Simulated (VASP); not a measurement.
Runs of VASP 6.6.1 on BeTe. The structure is that of space group F-43m (No. 216), or close to it. The cells are those of the table. 

| level | cell | k mesh | smearing | grid for exact exchange (PRECFOCK) | share of exact exchange | screening parameter | gap on the mesh (eV) | pressure (GPa) |
| --- | --- | --- | --- | --- | --- | --- | --- | --- |
| r2SCAN | a = 3.988, b = 3.988, c = 3.896 Å, angles 60.8, 60.8, 58.5°, 2 atoms | 8 × 8 × 8 | gaussian 0.01 eV | - | - | - | (b) | 2.3 |
| HSE06 | a = 4.125 Å, angles 60.0°, 2 atoms | 6 × 6 × 6 | gaussian 0.01 eV | Normal | 0.25 | 0.2079 1/Å | 2.89 | (c) |
| r2SCAN | a = 3.940, b = 3.940, c = 4.000 Å, angles 59.5, 59.5, 61.0°, 2 atoms | 8 × 8 × 8 | gaussian 0.01 eV | - | - | - | 2.03 | 2.1 |
| PBE | a = 3.940, b = 3.940, c = 4.000 Å, angles 59.5, 59.5, 61.0°, 2 atoms | 8 × 8 × 8 | fermi-dirac 0.02 eV | - | - | - | (a) | 2.2 |
| PBE | a = 3.988, b = 3.988, c = 3.896 Å, angles 60.8, 60.8, 58.5°, 2 atoms | 8 × 8 × 8 | fermi-dirac 0.02 eV | - | - | - | 1.73 | 2.4 |

Alike in all rows: task single point; potentials or basis VASP PAW PBE potentials, release 64 (Be, Te); no spin polarisation; cutoff (eV) 520.

**Question.** Estimate the missing entries.

**Answer.** (a) 1.69; (b) 2.08; (c) -5.4.

Caveats: spin-orbit coupling is left out, which moves the levels of the heavy elements; the PAW data sets were made with another functional, which shifts forces and pressure a little (at least some runs); the cell stands under tension (at least some runs).

A k mesh can miss the band edges, and the runs leave out spin-orbit coupling on Te.
